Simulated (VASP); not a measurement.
Runs of VASP 6.6.1 on C. The structure is that of space group Fmmm (No. 69), or close to it. The cells are those of the table. 

```csv
task,level,potentials or basis,cell,k mesh,gap on the mesh (eV),pressure (GPa),largest force (eV/Å)
single point,PBE,"VASP PAW PBE potentials, release 64 (C)","a = 3.967, b = 3.566, c = 2.456 Å, angles 80.1, 62.3, 37.6°, 2 atoms",14 × 14 × 14,0.36,5.1,0.03
electric field gradients,LDA,"VASP PAW LDA potentials, release 64 (C)","a = 3.967, b = 3.566, c = 2.456 Å, angles 80.1, 62.3, 37.6°, 2 atoms",18 × 18 × 18,0.08,-3.0,0.01
single point,PBE,"VASP PAW PBE potentials, release 64 (C)","a = 3.978, b = 3.570, c = 2.481 Å, angles 80.0, 62.1, 37.9°, 2 atoms",18 × 18 × 18,0.08,(c),-
single point,PBE,"VASP PAW PBE potentials, release 64 (C)","a = 4.001, b = 3.579, c = 2.530 Å, angles 79.8, 61.7, 38.5°, 2 atoms",18 × 18 × 18,0.08,-17.3,-
single point,PBE,"VASP PAW PBE potentials, release 64 (C)","a = 3.944, b = 3.558, c = 2.407 Å, angles 80.3, 62.8, 37.0°, 2 atoms",18 × 18 × 18,0.08,23.9,-
single point,PBE,"VASP PAW PBE potentials, release 64 (C)","a = 3.886, b = 3.494, c = 2.406 Å, angles 80.1, 62.3, 37.6°, 2 atoms",18 × 18 × 18,0.09,(b),-
single point,PBE,"VASP PAW PBE potentials, release 64 (C)","a = 4.035, b = 3.655, c = 2.420 Å, angles 80.5, 63.3, 36.3°, 2 atoms",18 × 18 × 18,(a),17.7,-
electric field gradients,r2SCAN,"VASP PAW PBE potentials, release 64 (C)","a = 3.967, b = 3.566, c = 2.456 Å, angles 80.1, 62.3, 37.6°, 2 atoms",18 × 18 × 18,0.08,1.1,-
```

Alike in all rows: no spin polarisation; cutoff (eV) 520; smearing fermi-dirac 0.05 eV.

Problem. Fill in the values left out.

Solution. (a) 0.06; (b) 24.9; (c) -3.1.

Caveats: the PAW data sets were made with another functional, which shifts forces and pressure a little (some runs).

A k mesh can miss the band edges.
